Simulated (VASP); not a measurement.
# MgS (Fm-3m) in VASP: a series of runs

MgS is run at these levels: PBE; tasks: single point.

All numbers are computed with VASP 6.6.1; they aren't measurements. Logs are shortened: lines on timing, memory, paths and dates and some standing lists are left out, and cuts for length are marked.

**1. The cell of the first run**

Symmetry: Fm-3m, No. 225, cubic system. The conventional cell has a = 5.023 Å, b = 5.023 Å, c = 5.023 Å, α = 90.00°, β = 90.00°, γ = 90.00°. Mg (site symmetry m-3m) has 6 S at 2.51 Å within 3.3 Å. Within 3.3 Å of S (site symmetry m-3m) lie 6 Mg at 2.51 Å.

**2. Single point, PBE (volume changed by -10%)**

INCAR

```
ALGO = Normal
EDIFF = 1E-6
ENCUT = 520
GGA = PE
ISIF = 2
ISMEAR = 0
LASPH = T
LCHARG = F
LREAL = F
LWAVE = F
NBANDS = 11
NELM = 80
PREC = Accurate
SIGMA = 0.01
```

KPOINTS

```
k-points
0
Gamma
  4 4 4
```

POSCAR

```
MgS
1.0
    0.0000000000      2.5117376776      2.5117376776
    2.5117376776      0.0000000000      2.5117376776
    2.5117376776      2.5117376776      0.0000000000
Mg S
1 1
Direct
    0.0000000000      0.0000000000      0.0000000000
    0.5000000000      0.5000000000      0.5000000000
```

Potentials or basis: VASP PAW PBE potentials, release 64 (Mg, S).

Launch:

```console
$ cat potpaw_PBE.64/Mg/POTCAR potpaw_PBE.64/S/POTCAR > POTCAR
$ mpirun -np 1 vasp_std > vasp.out
```

OUTCAR:

```text
EDIFF = 1E-6
   ENCUT = 520
   GGA = PE
   ISIF = 2
   ISMEAR = 0
   LASPH = T
   LREAL = F
   NELM = 80
   PREC = Accurate

 ion  position               nearest neighbor table
   1  0.000  0.000  0.000-   2 2.51   2 2.51   2 2.51   2 2.51   2 2.51   2 2.51
   2  0.500  0.500  0.500-   1 2.51   1 2.51   1 2.51   1 2.51   1 2.51   1 2.51

  LATTYP: Found a face centered cubic cell.
 ALAT       =     5.0234753552

  Lattice vectors:

 A1 = (   0.0000000000,   2.5117376776,   2.5117376776)
 A2 = (   2.5117376776,   0.0000000000,   2.5117376776)
 A3 = (   2.5117376776,   2.5117376776,   0.0000000000)

Analysis of symmetry for initial positions (statically):
=====================================================================
 Subroutine PRICEL returns:
 Original cell was already a primitive cell.

 Routine SETGRP: Setting up the symmetry group for a
 face centered cubic supercell.

 Subroutine GETGRP returns: Found 48 space group operations
 (whereof 48 operations were pure point group operations)
 out of a pool of 48 trial point group operations.

The static configuration has the point symmetry O_h .

Analysis of symmetry for dynamics (positions and initial velocities):
=====================================================================
 Subroutine PRICEL returns:
 Original cell was already a primitive cell.

 Routine SETGRP: Setting up the symmetry group for a
 face centered cubic supercell.

 Subroutine GETGRP returns: Found 48 space group operations
 (whereof 48 operations were pure point group operations)
 out of a pool of 48 trial point group operations.

The dynamic configuration has the point symmetry O_h .

 Subroutine INISYM returns: Found 48 space group operations
 (whereof 48 operations are pure point group operations),
 and found     1 'primitive' translations

----------------------------------------------------------------------------------------

                                     Primitive cell

  volume of cell :      31.6922

  direct lattice vectors                    reciprocal lattice vectors
     0.000000000  2.511737678  2.511737678    -0.199065374  0.199065374  0.199065374
     2.511737678  0.000000000  2.511737678     0.199065374 -0.199065374  0.199065374
     2.511737678  2.511737678  0.000000000     0.199065374  0.199065374 -0.199065374

  length of vectors
     3.552133489  3.552133489  3.552133489     0.344791342  0.344791342  0.344791342

  position of ions in fractional coordinates (direct lattice)
     0.000000000  0.000000000  0.000000000
     0.500000000  0.500000000  0.500000000

  ion indices of the primitive-cell ions
   primitive index   ion index
                 1           1
                 2           2

----------------------------------------------------------------------------------------

 KPOINTS: k-points

Automatic generation of k-mesh.
 Grid dimensions read from file:
 generate k-points for:    4    4    4

 Generating k-lattice:

  Cartesian coordinates                     Fractional coordinates (reciprocal lattice)
    -0.049766343  0.049766343  0.049766343     0.250000000  0.000000000  0.000000000
     0.049766343 -0.049766343  0.049766343     0.000000000  0.250000000  0.000000000
     0.049766343  0.049766343 -0.049766343     0.000000000  0.000000000  0.250000000

  Length of vectors
     0.086197835  0.086197835  0.086197835

  Shift w.r.t. Gamma in fractional coordinates (k-lattice)
     0.000000000  0.000000000  0.000000000

 Subroutine IBZKPT returns following result:
 ===========================================

 Found      8 irreducible k-points:

 Following reciprocal coordinates:
            Coordinates               Weight
  0.000000  0.000000  0.000000      1.000000
  0.250000  0.000000  0.000000      8.000000
  0.500000  0.000000  0.000000      4.000000
  0.250000  0.250000  0.000000      6.000000
  0.500000  0.250000  0.000000     24.000000
 -0.250000  0.250000  0.000000     12.000000
  0.500000  0.500000  0.000000      3.000000
 -0.250000  0.500000  0.250000      6.000000
   k-points           NKPTS =      8   k-points in BZ     NKDIM =      8   number of bands    NBANDS=     11
   number of dos      NEDOS =    301   number of ions     NIONS =      2
   total plane-waves  NPLWV =  21952
   dimension x,y,z NGX =    28 NGY =   28 NGZ =   28
   dimension x,y,z NGXF=    56 NGYF=   56 NGZF=   56
   ions per type =               1   1
   NGX,Y,Z   is equivalent  to a cutoff of  13.10, 13.10, 13.10 a.u.
   NGXF,Y,Z  is equivalent  to a cutoff of  26.21, 26.21, 26.21 a.u.
 SYSTEM =  unknown system
   PREC   = accura    normal or accurate (medium, high low for compatibility)
   ISTART =      0    job   : 0-new  1-cont  2-samecut
   ICHARG =      2    charge: 1-file 2-atom 10-const
   ISPIN  =      1    spin polarized calculation?
   LNONCOLLINEAR =      F non collinear calculations
   LSORBIT =      F    spin-orbit coupling
   LASPH  =      T    aspherical Exc in radial PAW
   ENCUT  =  520.0 eV  38.22 Ry    6.18 a.u.   6.60  6.60  6.60*2*pi/ulx,y,z
   NELM   =     80;   NELMIN=  2; NELMDL= -5     # of ELM steps
   EDIFF  = 0.1E-05   stopping-criterion for ELM
   LREAL  =      F    real-space projection
   EDIFFG = 0.1E-04   stopping-criterion for IOM
   NSW    =      0    number of steps for IOM
   IBRION =     -1    ionic relax: 0-MD 1-quasi-New 2-CG
   NFREE  =      0    steps in history (QN), initial steepest desc. (CG)
   ISIF   =      2    stress and relaxation
   ISYM   =      2    0-nonsym 1-usesym 2-fastsym
   POTIM  = 0.5000    time-step for ionic-motion
   TEBEG  =    0.0;   TEEND  =   0.0 temperature during run
   PSTRESS=    0.0 pullay stress
   NELECT =       8.0000    total number of electrons
   NUPDOWN=      -1.0000    fix difference up-down
   EMIN   =  10.00;   EMAX   =-10.00  energy-range for DOS
   EFERMI =   0.00;   METHOD = LEGACY
   ISMEAR =     0;   SIGMA  =   0.01  broadening in eV -4-tet -1-fermi 0-gaus
   EFERMI_NEDOS =   21; number of points for ismear=-14 and -15
   IALGO  =     38    algorithm
   IMIX   =      4    mixing-type and parameters
     AMIX     =   0.40;   BMIX     =  1.00
     AMIX_MAG =   1.60;   BMIX_MAG =  1.00
  volume/ion in A,a.u.               =      15.85       106.93
  Fermi-wavevector in a.u.,A,eV,Ry     =   1.034635  1.955177 14.564626  1.070470
  Thomas-Fermi vector in A             =   2.168940
   LORBIT       =      0    0 simple, 1 ext, 2 COOP (PROOUT), +10 PAW based schemes
   GGA     = PE    functional components
   LHFCALC =     F    Hartree Fock is set to
   AEXX    =    0.0000 exact exchange contribution
   IVDW    =     0    specifies the selected vdW correction
   LEPSILON=     F    determine dielectric tensor
   LRPA    =     F    only Hartree local field effects (RPA)
 non-spin polarized calculation
 Gauss-broadening in eV      SIGMA  =   0.01
  energy-cutoff  :      520.00
  volume of cell :       31.69
 maximum number of plane-waves:       869
 NGX is ok and might be reduce to    28
   NGX = 13   NGY = 13   NGZ = 13

 number of electron       8.0000001 magnetization

 Free energy of the ion-electron system (eV)
  ---------------------------------------------------
  ext. energy  EPLUGINS =         0.00000000
  ---------------------------------------------------
  free energy    TOTEN  =        -8.32128208 eV

  energy without entropy =       -8.32128208  energy(sigma->0) =       -8.32128208

 E-fermi :   4.8227     XC(G=0): -10.1227

 val. band max:        4.7547645245   @ k =   0.0000   0.0000   0.0000
 cond. band min:       7.7260270392   @ k =   0.5000   0.5000   0.0000
 fundamental gap:      2.9712625148
 Fermi energy:         4.8226856611

 k-point     1 :       0.0000    0.0000    0.0000
  band No.  band energies     occupation
      1      -8.5623      2.00000
      2       4.7548      2.00000
      3       4.7548      2.00000
      4       4.7548      2.00000
      5       9.3469      0.00000
      6      12.5966      0.00000
      7      12.5966      0.00000
      8      12.5966      0.00000
      9      15.1868      0.00000
     10      15.1868      0.00000
     11      17.5043      0.00000

 k-point     2 :       0.2500    0.0000    0.0000
  band No.  band energies     occupation
      1      -7.8960      2.00000
      2       1.6644      2.00000
      3       4.3561      2.00000
      4       4.3561      2.00000
      5      10.0540      0.00000
      6      12.6471      0.00000
      7      12.6471      0.00000
      8      13.7141      0.00000
      9      15.2077      0.00000
     10      15.2077      0.00000
     11      17.3589      0.00000

 k-point     3 :       0.5000    0.0000    0.0000
  band No.  band energies     occupation
      1      -6.9632      2.00000
      2      -0.6798      2.00000
      3       4.0306      2.00000
      4       4.0306      2.00000
      5       9.4293      0.00000
      6      11.7495      0.00000
      7      11.7495      0.00000
      8      15.9969      0.00000
      9      17.5561      0.00000
     10      19.5436      0.00000
     11      19.5436      0.00000

 k-point     4 :       0.2500    0.2500    0.0000
  band No.  band energies     occupation
      1      -7.6856      2.00000
      2       1.9670      2.00000
      3       3.6198      2.00000
      4       3.6198      2.00000
      5      10.0973      0.00000
      6      10.1385      0.00000
      7      13.7504      0.00000
      8      15.2732      0.00000
      9      15.2732      0.00000
     10      16.2553      0.00000
     11      21.0112      0.00000

 k-point     5 :       0.5000    0.2500    0.0000
  band No.  band energies     occupation
      1      -6.7644      2.00000
      2       0.1950      2.00000
      3       2.1970      2.00000
      4       3.3435      2.00000
      5       9.2648      0.00000
      6      11.6774      0.00000
      7      14.0217      0.00000
      8      14.0415      0.00000
      9      18.4981      0.00000
     10      19.7099      0.00000
     11      21.0778      0.00000

 k-point     6 :      -0.2500    0.2500    0.0000
  band No.  band energies     occupation
      1      -7.0682      2.00000
      2       0.6413      2.00000
      3       2.0368      2.00000
      4       3.9844      2.00000
      5      10.5513      0.00000
      6      12.8414      0.00000
      7      12.9890      0.00000
      8      13.1376      0.00000
      9      15.3675      0.00000
     10      19.5834      0.00000
     11      21.1015      0.00000

 k-point     7 :       0.5000    0.5000    0.0000
  band No.  band energies     occupation
      1      -6.5010      2.00000
      2      -0.0335      2.00000
      3       2.8158      2.00000
      4       2.8158      2.00000
      5       7.7260      0.00000
      6       8.7739      0.00000
      7      17.8361      0.00000
      8      17.8533      0.00000
      9      19.2405      0.00000
     10      19.2405      0.00000
     11      21.0482      0.00000

 k-point     8 :      -0.2500    0.5000    0.2500
  band No.  band energies     occupation
      1      -6.4398      2.00000
      2       1.0351      2.00000
      3       1.0351      2.00000
      4       2.0756      2.00000
      5      10.4021      0.00000
      6      12.8372      0.00000
      7      12.8372      0.00000
      8      13.2184      0.00000
      9      20.1531      0.00000
     10      20.1531      0.00000
     11      21.2097      0.00000

------------------------ aborting loop because EDIFF is reached ----------------------------------------

  FORCE on cell =-STRESS in cart. coord.  units (eV):
  Direction    XX          YY          ZZ          XY          YZ          ZX
  --------------------------------------------------------------------------------------
  -------------------------------------------------------------------------------------
  Total        2.3017234      2.3017234      2.3017234     -0.0000000      0.0000000      0.0000000
  in kB      116.3619187    116.3619187    116.3619187     -0.0000000      0.0000000      0.0000000
  external PRESSURE =     116.3619187 kB  Pullay stress =       0.0000000 kB

 VOLUME and BASIS-vectors are now :
 -----------------------------------------------------------------------------
  energy-cutoff  :      520.00
  volume of cell :       31.69
      direct lattice vectors                 reciprocal lattice vectors
     0.000000000  2.511737678  2.511737678    -0.199065374  0.199065374  0.199065374
     2.511737678  0.000000000  2.511737678     0.199065374 -0.199065374  0.199065374
     2.511737678  2.511737678  0.000000000     0.199065374  0.199065374 -0.199065374

 POSITION                                       TOTAL-FORCE (eV/Angst)
 -----------------------------------------------------------------------------------
      0.00000      0.00000      0.00000         0.000000      0.000000      0.000000
      2.51174      2.51174      2.51174        -0.000000     -0.000000     -0.000000
 -----------------------------------------------------------------------------------
    total drift:                                0.000000      0.000000      0.000000

  FREE ENERGIE OF THE ION-ELECTRON SYSTEM (eV)
  ---------------------------------------------------
  free  energy   TOTEN  =        -8.3212820795 eV

  energy  without entropy=       -8.3212820795  energy(sigma->0) =       -8.32128208
```

Wall time 8.6 s (1 thread of AMD EPYC 7R13, shared host); peak memory 0.12 GiB.

Results:

```
Free energy            : -8.3213 eV
Pressure               : 11.6 GPa
Band gap on the k mesh : 2.97 eV, indirect (least direct gap 4.59 eV)
```

Caveat: the k points lie up to 0.54 Å⁻¹ apart.

**3. Single point, PBE (volume changed by +10%)**

INCAR

```
PREC = Accurate
ENCUT = 520
EDIFF = 1E-6
ISMEAR = 0
SIGMA = 0.01
LREAL = False
LASPH = True
NELM = 80
ALGO = Normal
ISIF = 2
LWAVE = False
LCHARG = False
GGA = PE
NBANDS = 11
```

KPOINTS

```
regular mesh
0
Gamma
  4 4 4
```

POSCAR

```
MgS
1.0
    0.0000000000      2.6854949430      2.6854949430
    2.6854949430      0.0000000000      2.6854949430
    2.6854949430      2.6854949430      0.0000000000
Mg S
1 1
Direct
    0.0000000000      0.0000000000      0.0000000000
    0.5000000000      0.5000000000      0.5000000000
```

Potentials or basis: VASP PAW PBE potentials, release 64 (Mg, S).

Launch:

```console
$ cat potpaw_PBE.64/Mg/POTCAR potpaw_PBE.64/S/POTCAR > POTCAR
$ mpirun -np 1 vasp_std > vasp.out
```

Wall time 8.1 s (1 thread of AMD EPYC 7R13, shared host); peak memory 0.12 GiB.

Results (log left out):

- Free energy: -8.4076 eV
- Pressure: -5.0 GPa
- Band gap on the k mesh: 2.54 eV, indirect (least direct gap 2.99 eV)

Levels at points of the mesh, in eV from the valence-band top:
| k point | band 1 | band 2 | band 3 | band 4 | band 5 | band 6 | band 7 | band 8 | band 9 |
| --- | --- | --- | --- | --- | --- | --- | --- | --- | --- |
| (0.00, 0.00, 0.00) | -12.16 | 0.00 | 0.00 | 0.00 | 2.99 | 7.98 | 7.98 | 7.98 | 10.21 |
| (0.50, 0.00, 0.00) | -11.08 | -4.36 | -0.49 | -0.49 | 4.39 | 6.76 | 6.76 | 9.07 | 11.64 |
| (0.50, 0.50, 0.00) | -10.78 | -3.73 | -1.49 | -1.49 | 2.54 | 4.64 | 11.09 | 12.40 | 12.40 |

Caveat: the k points lie up to 0.51 Å⁻¹ apart.
